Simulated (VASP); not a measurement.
## CoO: single point with PBE

Crystal: CoO.

```
Co O
1.0
     2.85630    0.00000    0.00000
    -1.42815    2.47363    0.00000
     0.00000    0.00000    2.78761
Co O
1 1
Direct
  0.00000 0.00000 0.00000
  0.66667 0.33333 0.50000
```

- Program: VASP 6.6.1
- Task: single point
- Functional: PBE
- Potentials or basis: VASP PAW PBE potentials, release 64 (Co, O)
- Cutoff: 520 eV
- k mesh: 8 × 8 × 7
- Occupations: gaussian, width 0.05 eV
- Spin: collinear spin, ferromagnetic start
- Starting moments: [2.0, 0.0] μB
- Dipole correction: no
- Further INCAR settings: ALGO = Normal; EDIFF = 1e-06; NBANDS = 18

The pressure is -8.5 GPa and the band gap on the k mesh is zero (filled and empty bands overlap). The net moment is 3.00 μB per cell and the site moments are Co +2.56; O +0.40 μB. The valence electrons inside the program's atomic spheres are Co 7.77; O 4.94.

Stress tensor (GPa, compression positive):
```
 -6.68   0.00   0.00
  0.00  -6.68   0.00
  0.00   0.00 -12.15
```

Levels at points of the mesh, in eV from the Fermi level:
Spin up:
| k point | band 7 | band 8 | band 9 | band 10 | band 11 | band 12 |
| --- | --- | --- | --- | --- | --- | --- |
| (0.00, 0.00, 0.00) | -2.93 | -1.02 | -1.02 | 0.52 | 14.39 | 16.05 |
| (0.50, 0.00, 0.00) | -2.06 | -2.05 | -0.68 | 5.37 | 8.35 | 14.61 |
Spin down:
```tsv
k point	band 4	band 5	band 6	band 7	band 8	band 9
(0.00, 0.00, 0.00)	-2.88	-2.53	0.30	0.30	0.77	0.77
(0.50, 0.00, 0.00)	-3.02	-2.11	0.13	0.14	0.35	1.64
```

It took 57 s on 1 thread of Intel Xeon 8259CL (shared host), peak memory 0.16 GiB.

Caveat: a cell with one magnetic atom can't hold antiferromagnetic order, which such compounds often take; semilocal functionals often make such compounds metallic where correlation or magnetic order opens a gap, which also shifts bond lengths. With open d or f shells a metallic result of PBE can be an artefact of self-interaction; +U or a hybrid may open a gap.
